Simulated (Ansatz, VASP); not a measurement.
**Fe: VASP beside Ansatz**

The input INCAR:

```
SYSTEM = Fe
PREC = Accurate
ENCUT = 600
EDIFF = 1E-6
ISMEAR = -1
SIGMA = 0.05
LREAL = .False.
LASPH = .True.
NELM = 200
ALGO = Normal
ISIF = 2
LWAVE = .False.
LCHARG = .True.
ISPIN = 2
MAGMOM = -3 3
LORBIT = 11
LMAXMIX = 4
GGA = PE
LELF = .True.
LVHAR = .True.
NBANDS = 27
GGA_COMPAT = .False.
```

KPOINTS

```
regular mesh
0
Gamma
  10 10 7
  0 0 0
```

POSCAR

```
Fe
1.0
    1.7000753688     -1.7262356591      0.0000000000
    1.7000753688      1.7262356591      0.0000000000
    0.0000000000      0.0000000000      3.7097032485
Fe
2
Direct
    0.5000000000      0.5000000000      0.5000000000
    0.0000000000      0.0000000000      0.0000000000
```

Input for Ansatz:

```yaml
crystal:
  lattice:
    - [1.7000753688, -1.7262356591, 0.0]
    - [1.7000753688, 1.7262356591, 0.0]
    - [0.0, 0.0, 3.7097032485]
  atoms:
    - { symbol: Fe, position: [0.5, 0.5, 0.5], spin: -3.0 }
    - { symbol: Fe, position: [0.0, 0.0, 0.0], spin: 3.0 }
magnetization:
  spin_polarized: true
kpoints:
  mp_grid: { grid: [10, 10, 7] }
scf:
  occupations: { method: fermi_dirac, width: 0.05 }
  lower_state_search: "off"
hamiltonian:
  xc: pbe
  pseudopotentials: { kind: paw }
output:
  forces: true
  stress: true
  eigenvalues: true
```

Alike in both runs: task single point; functional PBE; k mesh 10 × 10 × 7; occupations fermi-dirac, width 0.05 eV; collinear spin.

|  | VASP | Ansatz |
| --- | --- | --- |
| version | VASP 6.6.1 | Ansatz 0.2.0 |
| potentials or method | VASP PAW PBE potentials, release 64 (Fe_sv) | PAW with Ansatz's default frozen-core files, scalar-relativistic |
| plane-wave cutoff (eV) | 600 | 420 |
| valence electrons in the cell | 32 | 32 |

Ansatz gave:

```
pressure (GPa)                                                : -1.4
traceless stress, the component that is largest in VASP (GPa) : -1.12
net moment per atom (μB)                                      : 0.00
size of the moment on the site where the two differ most (μB) : 1.58
```

Estimate VASP's values.

pressure (GPa): -5.1; traceless stress, the component that is largest in VASP (GPa): -0.99; net moment per atom (μB): 0.00; size of the moment on the site where the two differ most (μB): 1.54.

Site moments also hang on the region over which each program counts them.
